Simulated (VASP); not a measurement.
# Si13Ge11O48 (P1) in VASP: single point with PBEsol

Aim: the single point of Si13Ge11O48 with PBEsol.

Program: VASP 6.6.1. These are calculated values, not measurements. Logs are shortened: lines on timing, memory, paths and dates and some standing lists are left out, and cuts for length are marked.

**1. The cell of the first run**

The typed cell holds 72 atoms: a = 8.611 Å, b = 8.606 Å, c = 8.318 Å, α = 90.00°, β = 90.00°, γ = 90.00°.

**2. Single point, PBEsol**

Contents of INCAR:

```
SYSTEM = Si13Ge11O48
PREC     = Accurate       ! precision mode
ENCUT    = 600            ! plane-wave cutoff, eV
EDIFF    = 1E-6           ! SCF threshold, eV
ISMEAR   = -1             ! smearing method
SIGMA    = 0.05           ! smearing width, eV
LREAL    = Auto         
LASPH    = .True.         ! aspherical terms in the spheres
NELM     = 120            ! most SCF steps
ALGO     = Normal         ! electronic algorithm
ISIF     = 2              ! what is computed and relaxed
LWAVE    = .False.        ! write WAVECAR
LCHARG   = .True.         ! write CHGCAR
GGA      = PS             ! functional
LELF     = .True.         ! ELF
LVHAR    = .True.       
NBANDS   = 289            ! bands
ISYM     = 0            
GGA_COMPAT= .False.
```

Contents of KPOINTS:

```
Automatic mesh
0
Gamma
  1 1 1
  0.25 0.25 0.25
```

Contents of POSCAR:

```
Si13Ge11O48
1.0
    8.6107025538      0.0000000000      0.0000000000
    0.0000000000      8.6058124833      0.0000000000
    0.0000000000      0.0000000000      8.3176945711
Ge Si O
11 13 48
Direct
    0.9965670000      0.9961100000      0.0023920000
    0.9968360000      0.9963430000      0.6640870000
    0.9961830000      0.5034430000      0.0000140000
    0.9962540000      0.5035020000      0.3333670000
    0.9964620000      0.5032780000      0.6663210000
    0.5036560000      0.9959690000      0.9978910000
    0.5037370000      0.9960410000      0.3354630000
    0.5036390000      0.5031340000      0.6661040000
    0.2527060000      0.2514150000      0.1674050000
    0.2514300000      0.2475770000      0.4988860000
    0.2540240000      0.2500940000      0.8333350000
    0.9967100000      0.9963320000      0.3331970000
    0.5037990000      0.9958810000      0.6662430000
    0.5034380000      0.5030500000      0.0027870000
    0.5035890000      0.5031750000      0.3308520000
    0.2509970000      0.7483010000      0.1676760000
    0.2529820000      0.7502580000      0.4985130000
    0.2534170000      0.7498760000      0.8335530000
    0.7491850000      0.2510850000      0.1676570000
    0.7475070000      0.2488920000      0.4985190000
    0.7470130000      0.2492680000      0.8335500000
    0.7472570000      0.7485400000      0.1673600000
    0.7490470000      0.7515380000      0.4993270000
    0.7467210000      0.7492780000      0.8329310000
    0.1548640000      0.1510080000      0.9997870000
    0.1501380000      0.1467100000      0.3330430000
    0.1506580000      0.1518560000      0.6668780000
    0.1570000000      0.6582180000      0.0014500000
    0.1587710000      0.6556460000      0.3327870000
    0.1610970000      0.6579910000      0.6655130000
    0.6575520000      0.1554730000      0.0016080000
    0.6551750000      0.1571250000      0.3324660000
    0.6525260000      0.1528240000      0.6655620000
    0.6511060000      0.6534750000      0.9995100000
    0.6528600000      0.6552070000      0.3339220000
    0.6576180000      0.6559240000      0.6660310000
    0.3555960000      0.3525940000      0.0000450000
    0.3542630000      0.3513050000      0.3339170000
    0.3491410000      0.3505440000      0.6656320000
    0.3430190000      0.8434660000      0.0016740000
    0.3450730000      0.8421520000      0.3324010000
    0.3496510000      0.8445310000      0.6656770000
    0.8426450000      0.3416420000      0.0014540000
    0.8412130000      0.3438850000      0.3326730000
    0.8384140000      0.3420240000      0.6656640000
    0.8383970000      0.8415190000      0.9992820000
    0.8432730000      0.8460390000      0.3338720000
    0.8428630000      0.8413560000      0.6666620000
    0.0957500000      0.4046410000      0.1667540000
    0.0946620000      0.4036870000      0.4996280000
    0.0956530000      0.4050400000      0.8333170000
    0.0957890000      0.8983950000      0.1750430000
    0.0975260000      0.8990420000      0.4914350000
    0.1008700000      0.8962480000      0.8332150000
    0.5983420000      0.4068230000      0.1669150000
    0.6001560000      0.4028930000      0.4912030000
    0.6003100000      0.4023920000      0.8415460000
    0.6035090000      0.8948410000      0.1668420000
    0.6019550000      0.8985920000      0.5079970000
    0.6007860000      0.8977440000      0.8248040000
    0.4058070000      0.0951160000      0.1668000000
    0.4078800000      0.0909430000      0.5084830000
    0.4089460000      0.0916260000      0.8243560000
    0.4063000000      0.5971120000      0.1669220000
    0.4043580000      0.6005650000      0.4910920000
    0.4037470000      0.6006580000      0.8416540000
    0.8999680000      0.0966240000      0.1750160000
    0.8989950000      0.0964980000      0.4913410000
    0.8959810000      0.0994810000      0.8333400000
    0.8943760000      0.6044540000      0.1667940000
    0.8958050000      0.6049690000      0.4996030000
    0.8948290000      0.6037140000      0.8332960000
```

Potentials or basis: VASP PAW PBE potentials, release 64 (Ge_d, Si, O).

Command:

```
cat potpaw_PBE.64/Ge_d/POTCAR potpaw_PBE.64/Si/POTCAR potpaw_PBE.64/O/POTCAR > POTCAR
mpirun -np 1 vasp_std > vasp.out
```

OUTCAR:

```text
SYSTEM = Si13Ge11O48
   PREC = Accurate
   ENCUT = 600
   EDIFF = 1E-6
   ISMEAR = -1
   LREAL = Auto
   LASPH = .True.
   NELM = 120
   ISIF = 2
   GGA = PS
   ISYM = 0

 ion  position               nearest neighbor table
   1  0.997  0.996  0.002-  52 1.87  67 1.87  69 1.88  54 1.88  46 1.90  25 1.91  12 2.75   2 2.81

   2  0.997  0.996  0.664-  53 1.87  68 1.88  54 1.88  69 1.88  48 1.88  27 1.88  12 2.75   1 2.81

   3  0.996  0.503  0.000-  51 1.84  49 1.84  72 1.85  70 1.86  43 1.92  28 1.92   4 2.77   5 2.78

   4  0.996  0.504  0.333-  50 1.84  49 1.84  71 1.85  70 1.86  44 1.92  29 1.92   5 2.77   3 2.77

   5  0.996  0.503  0.666-  50 1.84  51 1.84  71 1.85  72 1.86  45 1.94  30 1.94   4 2.77   3 2.78

   6  0.504  0.996  0.998-  61 1.85  63 1.85  58 1.86  60 1.87  40 1.91  31 1.91  13 2.76   7 2.81
[... 83 lines left out ...]
  71  0.896  0.605  0.500-  23 1.79   4 1.85   5 1.85
  72  0.895  0.604  0.833-  24 1.79   3 1.85   5 1.86

IMPORTANT INFORMATION: All symmetrisations will be switched off!
NOSYMM: (Re-)initialisation of all symmetry stuff for point group C_1.

----------------------------------------------------------------------------------------

                                     Primitive cell

  volume of cell :     616.3586

  direct lattice vectors                    reciprocal lattice vectors
     8.610702554  0.000000000  0.000000000     0.116134542  0.000000000  0.000000000
     0.000000000  8.605812483  0.000000000     0.000000000  0.116200533  0.000000000
     0.000000000  0.000000000  8.317694571     0.000000000  0.000000000  0.120225622

  length of vectors
     8.610702554  8.605812483  8.317694571     0.116134542  0.116200533  0.120225622

  position of ions in fractional coordinates (direct lattice)
     0.996567000  0.996110000  0.002392000
     0.996836000  0.996343000  0.664087000
     0.996183000  0.503443000  0.000014000
     0.996254000  0.503502000  0.333367000
     0.996462000  0.503278000  0.666321000
     0.503656000  0.995969000  0.997891000
[... 64 lines left out ...]
     0.895805000  0.604969000  0.499603000
     0.894829000  0.603714000  0.833296000

  ion indices of the primitive-cell ions
   primitive index   ion index
                 1           1
                 2           2
                 3           3
                 4           4
                 5           5
                 6           6
[... 64 lines left out ...]
                71          71
                72          72

----------------------------------------------------------------------------------------

 KPOINTS: Automatic mesh

Automatic generation of k-mesh.
 Grid dimensions read from file:
 generate k-points for:    1    1    1

 Generating k-lattice:

  Cartesian coordinates                     Fractional coordinates (reciprocal lattice)
     0.116134542  0.000000000  0.000000000     1.000000000  0.000000000  0.000000000
     0.000000000  0.116200533  0.000000000     0.000000000  1.000000000  0.000000000
     0.000000000  0.000000000  0.120225622     0.000000000  0.000000000  1.000000000

  Length of vectors
     0.116134542  0.116200533  0.120225622

  Shift w.r.t. Gamma in fractional coordinates (k-lattice)
     0.250000000  0.250000000  0.250000000

 Subroutine IBZKPT returns following result:
 ===========================================

 Found      4 irreducible k-points:

 Following reciprocal coordinates:
            Coordinates               Weight
  0.250000  0.250000  0.250000      2.000000
 -0.250000 -0.250000  0.250000      2.000000
 -0.250000  0.250000 -0.250000      2.000000
  0.250000 -0.250000 -0.250000      2.000000
   k-points           NKPTS =      4   k-points in BZ     NKDIM =      4   number of bands    NBANDS=    289
   number of dos      NEDOS =    301   number of ions     NIONS =     72
   total plane-waves  NPLWV = 343000
   dimension x,y,z NGX =    70 NGY =   70 NGZ =   70
   dimension x,y,z NGXF=   140 NGYF=  140 NGZF=  140
   ions per type =              11  13  48
   NGX,Y,Z   is equivalent  to a cutoff of  13.51, 13.52, 13.99 a.u.
   NGXF,Y,Z  is equivalent  to a cutoff of  27.03, 27.05, 27.98 a.u.
 SYSTEM =  Si13Ge11O48
   PREC   = accura    normal or accurate (medium, high low for compatibility)
   ISTART =      0    job   : 0-new  1-cont  2-samecut
   ICHARG =      2    charge: 1-file 2-atom 10-const
   ISPIN  =      1    spin polarized calculation?
   LNONCOLLINEAR =      F non collinear calculations
   LSORBIT =      F    spin-orbit coupling
   LASPH  =      T    aspherical Exc in radial PAW
   ENCUT  =  600.0 eV  44.10 Ry    6.64 a.u.  17.20 17.19 16.61*2*pi/ulx,y,z
   NELM   =    120;   NELMIN=  2; NELMDL= -5     # of ELM steps
   EDIFF  = 0.1E-05   stopping-criterion for ELM
   LREAL  =      T    real-space projection
   EDIFFG = 0.1E-04   stopping-criterion for IOM
   NSW    =      0    number of steps for IOM
   IBRION =     -1    ionic relax: 0-MD 1-quasi-New 2-CG
   NFREE  =      0    steps in history (QN), initial steepest desc. (CG)
   ISIF   =      2    stress and relaxation
   ISYM   =      0    0-nonsym 1-usesym 2-fastsym
   POTIM  = 0.5000    time-step for ionic-motion
   TEBEG  =    0.0;   TEEND  =   0.0 temperature during run
   PSTRESS=    0.0 pullay stress
   NELECT =     494.0000    total number of electrons
   NUPDOWN=      -1.0000    fix difference up-down
   EMIN   =  10.00;   EMAX   =-10.00  energy-range for DOS
   EFERMI =   0.00;   METHOD = LEGACY
   ISMEAR =    -1;   SIGMA  =   0.05  broadening in eV -4-tet -1-fermi 0-gaus
   EFERMI_NEDOS =   21; number of points for ismear=-14 and -15
   IALGO  =     38    algorithm
   IMIX   =      4    mixing-type and parameters
     AMIX     =   0.40;   BMIX     =  1.00
     AMIX_MAG =   1.60;   BMIX_MAG =  1.00
  volume/ion in A,a.u.               =       8.56        57.77
  Fermi-wavevector in a.u.,A,eV,Ry     =   1.520685  2.873678 31.463250  2.312484
  Thomas-Fermi vector in A             =   2.629502
   LORBIT       =      0    0 simple, 1 ext, 2 COOP (PROOUT), +10 PAW based schemes
   GGA     = PS    functional components
   LHFCALC =     F    Hartree Fock is set to
   AEXX    =    0.0000 exact exchange contribution
   IVDW    =     0    specifies the selected vdW correction
   LEPSILON=     F    determine dielectric tensor
   LRPA    =     F    only Hartree local field effects (RPA)
 non-spin polarized calculation
  energy-cutoff  :      600.00
  volume of cell :      616.36
 maximum number of plane-waves:     20573
 NGX is ok and might be reduce to    70
   NGX = 35   NGY = 35   NGZ = 33

 number of electron     493.9999905 magnetization

 Free energy of the ion-electron system (eV)
  ---------------------------------------------------
  ext. energy  EPLUGINS =         0.00000000
  ---------------------------------------------------
  free energy    TOTEN  =      -543.04090565 eV

  energy without entropy =     -543.04090565  energy(sigma->0) =     -543.04090565

 E-fermi :   7.8383     XC(G=0): -12.4463

 val. band max:        6.5995198600   @ k =  -0.2500  -0.2500   0.2500
 cond. band min:      10.6850310861   @ k =   0.2500  -0.2500  -0.2500
 fundamental gap:      4.0855112261
 Fermi energy:         7.8383205189

 k-point     1 :       0.2500    0.2500    0.2500
  band No.  band energies     occupation
      1     -17.8108      2.00000
      2     -17.7671      2.00000
      3     -17.7463      2.00000
      4     -17.7221      2.00000
      5     -17.6840      2.00000
      6     -17.6584      2.00000
[... 251 lines left out ...]
    258      12.9894      0.00000
    259      13.1574      0.00000

 k-point     2 :      -0.2500   -0.2500    0.2500
  band No.  band energies     occupation
      1     -17.8108      2.00000
      2     -17.7681      2.00000
      3     -17.7448      2.00000
      4     -17.7220      2.00000
      5     -17.6847      2.00000
      6     -17.6581      2.00000
[... 251 lines left out ...]
    258      12.9703      0.00000
    259      13.1523      0.00000

 k-point     3 :      -0.2500    0.2500   -0.2500
  band No.  band energies     occupation
      1     -17.8106      2.00000
      2     -17.7673      2.00000
      3     -17.7451      2.00000
      4     -17.7222      2.00000
      5     -17.6857      2.00000
      6     -17.6585      2.00000
[... 251 lines left out ...]
    258      13.1334      0.00000
    259      13.3189      0.00000

 k-point     4 :       0.2500   -0.2500   -0.2500
  band No.  band energies     occupation
      1     -17.8106      2.00000
      2     -17.7674      2.00000
      3     -17.7450      2.00000
      4     -17.7222      2.00000
      5     -17.6857      2.00000
      6     -17.6584      2.00000
[... 251 lines left out ...]
    258      13.0924      0.00000
    259      13.3226      0.00000
 [bands above 259 left out]

------------------------ aborting loop because EDIFF is reached ----------------------------------------

  FORCE on cell =-STRESS in cart. coord.  units (eV):
  Direction    XX          YY          ZZ          XY          YZ          ZX
  --------------------------------------------------------------------------------------
  -------------------------------------------------------------------------------------
  Total       -0.6494625     -0.6544414      1.5605514      5.8184847      0.0042545      0.0143574
  in kB       -1.6882286     -1.7011707      4.0565349     15.1247095      0.0110591      0.0373209
  external PRESSURE =       0.2223785 kB  Pullay stress =       0.0000000 kB

 VOLUME and BASIS-vectors are now :
 -----------------------------------------------------------------------------
  energy-cutoff  :      600.00
  volume of cell :      616.36
      direct lattice vectors                 reciprocal lattice vectors
     8.610702554  0.000000000  0.000000000     0.116134542  0.000000000  0.000000000
     0.000000000  8.605812483  0.000000000     0.000000000  0.116200533  0.000000000
     0.000000000  0.000000000  8.317694571     0.000000000  0.000000000  0.120225622

 POSITION                                       TOTAL-FORCE (eV/Angst)
 -----------------------------------------------------------------------------------
      8.58114      8.57234      0.01990         0.002425      0.002968     -0.006242
      8.58346      8.57434      5.52367         0.004676      0.003304      0.006673
      8.57784      4.33254      0.00012         0.003699     -0.002155      0.000017
      8.57845      4.33304      2.77284         0.003000     -0.003990     -0.000760
      8.58024      4.33112      5.54225         0.003189     -0.002812      0.000603
      4.33683      8.57112      8.30015        -0.003997      0.004092      0.007170
[... 64 lines left out ...]
      7.71351      5.20625      4.15555         0.004728     -0.003473      0.001057
      7.70511      5.19545      6.93110         0.003212     -0.005781     -0.003650
 -----------------------------------------------------------------------------------
    total drift:                               -0.013747      0.002044      0.005553

  FREE ENERGIE OF THE ION-ELECTRON SYSTEM (eV)
  ---------------------------------------------------
  free  energy   TOTEN  =      -543.0409056503 eV

  energy  without entropy=     -543.0409056502  energy(sigma->0) =     -543.04090565
```

It took 1.5 h on 1 thread of Intel Xeon 8259CL, shared host; peak memory 1.1 GiB.

Results:

| Quantity | Value |
| --- | --- |
| Free energy | -543.0409 eV |
| Pressure | 0.0 GPa |
| Largest force | 0.046 eV/Å |
| Band gap on the k mesh | 4.09 eV (least direct gap 4.09 eV) |

Forces on the atoms (eV/Å):
```
Ge   0.002  0.003 -0.006
Ge   0.005  0.003  0.007
Ge   0.004 -0.002  0.000
Ge   0.003 -0.004 -0.001
Ge   0.003 -0.003  0.001
Ge  -0.004  0.004  0.007
Ge  -0.004  0.003 -0.009
Ge  -0.003 -0.002  0.000
Ge  -0.003 -0.003 -0.002
Ge  -0.001  0.003  0.007
Ge  -0.004  0.000 -0.005
Si   0.004  0.002  0.000
Si   0.005 -0.006  0.004
Si  -0.004 -0.003 -0.015
Si  -0.002 -0.002  0.009
Si   0.006  0.004 -0.002
Si  -0.003  0.001  0.007
Si   0.001  0.000 -0.003
Si  -0.003 -0.006  0.001
Si   0.001 -0.002  0.006
Si   0.001  0.004 -0.004
Si   0.005  0.002 -0.001
Si  -0.005  0.000  0.000
Si   0.000  0.001  0.001
O   -0.004 -0.005  0.000
O   -0.002 -0.002  0.002
O   -0.006 -0.009  0.000
O   -0.024 -0.021 -0.003
O   -0.026 -0.024  0.005
O   -0.022 -0.019  0.002
O   -0.023 -0.027  0.005
O   -0.024 -0.026  0.002
O   -0.015 -0.018  0.003
O   -0.009 -0.009  0.002
O   -0.017 -0.017  0.004
O   -0.027 -0.026  0.001
O   -0.001 -0.003 -0.002
O   -0.003 -0.004 -0.005
O    0.009  0.006  0.001
O    0.024  0.020  0.001
O    0.031  0.026 -0.004
O    0.017  0.015  0.000
O    0.019  0.022 -0.006
O    0.024  0.027  0.003
O    0.019  0.023  0.001
O    0.023  0.025  0.000
O    0.018  0.017 -0.006
O    0.024  0.026  0.001
O    0.012 -0.010  0.002
O    0.008 -0.009  0.003
O    0.010 -0.008 -0.004
O    0.013 -0.020 -0.021
O    0.019 -0.018  0.013
O    0.002 -0.003  0.000
O    0.025 -0.023  0.002
O    0.016 -0.012  0.013
O    0.012 -0.011 -0.010
O   -0.006  0.005  0.002
O    0.008 -0.011 -0.018
O    0.010 -0.010  0.016
O   -0.012  0.014  0.001
O   -0.030  0.024 -0.024
O   -0.021  0.028  0.026
O   -0.023  0.025  0.003
O   -0.010  0.018  0.013
O   -0.010  0.011 -0.012
O   -0.019  0.014 -0.023
O   -0.018  0.017  0.015
O   -0.004  0.002  0.000
O    0.003 -0.006  0.002
O    0.005 -0.003  0.001
O    0.003 -0.006 -0.004
```

Stress tensor (GPa, compression positive):
```
-0.17  1.51  0.00
 1.51 -0.17  0.00
 0.00  0.00  0.41
```

Caveat: the PAW data sets were made with another functional, which shifts forces and pressure a little; a shifted mesh leaves out Γ, where band edges can lie. A k mesh can miss the band edges.
